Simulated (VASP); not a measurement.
Wanted: the native input for a VASP 6.6.1 run.

```
Task                   : single point
Functional             : PBEsol
Potentials or basis    : VASP PAW PBE potentials, release 64 (Ag)
Cutoff                 : 520 eV
k mesh                 : 18 × 18 × 18
Occupations            : gaussian, width 0.1 eV
Spin                   : no spin polarisation
Dipole correction      : no
Further INCAR settings : ALGO = Normal; EDIFF = 1e-07; NBANDS = 12
```

The structure of Ag lies in POSCAR:

```
Ag
1.0
    0.0000000000      2.0669648432      2.0669648432
    2.0669648432      0.0000000000      2.0669648432
    2.0669648432      2.0669648432      0.0000000000
Ag
1
Direct
    0.0000000000      0.0000000000      0.0000000000
```

This cell differs from its parent crystal: volume scaled by 1.06.

One way to write it, as run:

INCAR

```
PREC = Accurate
ENCUT = 520
EDIFF = 1E-7
ISMEAR = 0
SIGMA = 0.1
LREAL = False
LASPH = True
NELM = 60
ALGO = Normal
ISIF = 2
LWAVE = False
LCHARG = False
GGA = PS
NBANDS = 12
```

KPOINTS

```
regular mesh
0
Gamma
  18 18 18
```

Potentials or basis: VASP PAW PBE potentials, release 64 (Ag).

Command:

```console
$ cat potpaw_PBE.64/Ag/POTCAR > POTCAR
$ mpirun -np 1 vasp_std > vasp.out
```

Results of the run:

The pressure is -6.1 GPa.

Caveat: the PAW data sets were made with another functional, which shifts forces and pressure a little.

It took 21 s on 1 thread of Intel(R) Xeon(R) Platinum 8488C (Sapphire Rapids) (shared host), peak memory 0.17 GiB.
